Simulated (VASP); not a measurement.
# Os: relaxation of cell and atoms with PBEsol

Crystal: Os.

```
Os
1.0
     2.73410    0.00000    0.00000
    -1.36705    2.36780    0.00000
     0.00000    0.00000    4.31970
Os
2
Direct
  0.66667 0.33333 0.75000
  0.33333 0.66667 0.25000
```

| Quantity | Value |
| --- | --- |
| Program | VASP 6.6.1 |
| Task | relaxation of cell and atoms |
| Functional | PBEsol |
| Potentials or basis | VASP PAW PBE potentials, release 64 (Os) |
| Cutoff | 600 eV |
| k mesh | 11 × 11 × 6 |
| Occupations | fermi-dirac, width 0.05 eV |
| Spin | no spin polarisation |
| Target pressure | 30 GPa |
| Dipole correction | no |
| Further INCAR settings | ALGO = Normal; EDIFF = 1e-06; IBRION = 2; EDIFFG = -0.01; NSW = 60; ISIF = 3 |

The relaxed volume is 13.12 Å³/atom. The relaxed cell is a = 2.674 Å, b = 2.674 Å, c = 4.237 Å, α = 90.00°, β = 90.00°, γ = 120.00°, the space group after relaxing (to 0.1 Å) is P6_3/mmc (No. 194) and the energy change on relaxing (the run minimises the enthalpy) is +69.8 meV/atom. The ionic steps are 10 and the pressure after relaxing is 30.0 GPa. The band gap on the k mesh is zero (bands 8 and 9 overlap by 4.31 eV).

Step by step:
```csv
step,energy change (eV),largest force (eV/Å),pressure (GPa),volume (Å³)
1,0.0000,0.0000,-2.10,27.96
2,10.6529,0.0000,521.53,18.09
3,0.0882,0.0000,23.38,26.55
4,0.1175,0.0000,27.31,26.37
5,0.1395,0.0000,30.03,26.24
6,0.1333,0.0000,29.28,26.28
7,0.1357,0.0000,29.41,26.26
8,0.1339,0.0000,29.32,26.27
9,0.1643,0.0000,32.84,26.11
10,0.1397,0.0000,30.03,26.24
```

Final structure:
```
CELL_PARAMETERS angstrom
2.67416 0.00000 0.00000
-1.33708 2.31589 0.00000
0.00000 0.00000 4.23696
ATOMIC_POSITIONS crystal
Os 0.66667 0.33333 0.75000
Os 0.33333 0.66667 0.25000
```

Levels at points of the mesh, in eV from the Fermi level:
| k point | band 6 | band 7 | band 8 | band 9 | band 10 | band 11 |
| --- | --- | --- | --- | --- | --- | --- |
| (0.00, 0.00, 0.00) | -2.39 | -2.39 | -1.64 | -1.64 | 0.03 | 1.91 |
| (0.00, 0.00, 0.50) | -3.52 | -3.52 | -3.52 | 1.06 | 1.06 | 1.06 |

Wall time 2.8 min on 1 thread of Intel Xeon 8259CL, on a shared host, peak memory 0.18 GiB.

Caveat: the cell is relaxed towards a set pressure, so the run minimises the enthalpy, not the energy; the PAW data sets were made with another functional, which shifts forces and pressure a little; spin-orbit coupling is left out, which moves the levels of the heavy elements.
